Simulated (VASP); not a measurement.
Here is a VASP 6.6.1 calculation.

INCAR

```
SYSTEM = Au
ALGO     = Fast           ! electronic algorithm
EDIFF    = 1E-6           ! SCF threshold, eV
ENCUT    = 520            ! plane-wave cutoff, eV
GGA      = PE             ! functional
ISIF     = 2              ! what is computed and relaxed
ISMEAR   = 0              ! smearing method
LASPH    = .TRUE.         ! aspherical terms in the spheres
LCHARG   = .FALSE.        ! write CHGCAR
LREAL    = .FALSE.        ! projectors in reciprocal space
LWAVE    = .FALSE.        ! write WAVECAR
NBANDS   = 18             ! bands
NELM     = 60             ! most SCF steps
PREC     = Accurate       ! precision mode
SIGMA    = 0.15           ! smearing width, eV
```

File KPOINTS:

```
k-points
0
G
  16 16 12
  0 0 0
```

POSCAR

```
Au
1.0
    0.0000000000     -2.0455000000     -2.0455000000
    0.0000000000      2.0455000000     -2.0455000000
    4.0910000000      0.0000000000      0.0000000000
Au
2
Direct
    0.5000000000      0.5000000000      0.4755560988
    0.0000000000      0.0000000000      0.0244439012
```

Potentials or basis: VASP PAW PBE potentials, release 64 (Au).

The run is started by

```bash
$ cat potpaw_PBE.64/Au/POTCAR > POTCAR
$ mpirun -np 1 vasp_std > vasp.out
```

**Question.** What does it give for the band gap on the k mesh?

**Answer.** Zero (bands 11 and 12 overlap by 7.08 eV).

**Question.** Predict the pressure.

**Answer.** 11.5 GPa.

Stress tensor (GPa, compression positive):
```
10.99  0.00  0.00
 0.00 11.70  0.00
 0.00  0.00 11.70
```

Caveat: the cell differs from its parent crystal (atoms displaced along a vibrational mode); the cell stands under pressure; spin-orbit coupling is left out, which moves the levels of the heavy elements; forces of over 1 eV/Å act on the atoms, so gaps and moduli don't describe the material at rest.
